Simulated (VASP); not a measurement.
Input of a VASP 6.6.1 run:

INCAR

```
SYSTEM = BaTiO3
  PREC = Accurate
  ENCUT = 600
  EDIFF = 1E-6
  ISMEAR = 0
  SIGMA = 0.02
  LREAL = .False.
  LASPH = .True.
  NELM = 60
  ALGO = Normal
  ISIF = 4
  LWAVE = .False.
  LCHARG = .False.
  GGA = PE
  IBRION = 2
  NSW = 50
  EDIFFG = -0.01
```

File KPOINTS:

```
Automatic mesh
0
Gamma
  6 6 6
  0 0 0
```

POSCAR

```
BaTiO3
1.0
    2.7794226303      1.6047004038      2.2752388767
   -2.7794226303      1.6047004038      2.2752388767
    0.0000000000     -3.2094008076      2.2752388767
Ba Ti O
1 1 3
Direct
    0.0006152132      0.0006152132      0.0006152132
    0.5106377932      0.5106377932      0.5106377932
    0.4907048505      0.4907048505      0.9860372926
    0.4907048505      0.9860372926      0.4907048505
    0.9860372926      0.4907048505      0.4907048505
```

Potentials or basis: VASP PAW PBE potentials, release 64 (Ba_sv, Ti_sv, O).

Launch:

```bash
$ cat potpaw_PBE.64/Ba_sv/POTCAR potpaw_PBE.64/Ti_sv/POTCAR potpaw_PBE.64/O/POTCAR > POTCAR
$ mpirun -np 1 vasp_std > vasp.out
```

(1) What does it give for the band gap on the k mesh?

Results:

(1) 1.93 eV (least direct gap 2.06 eV).

Caveat: spin-orbit coupling is left out, which moves the levels of the heavy elements.
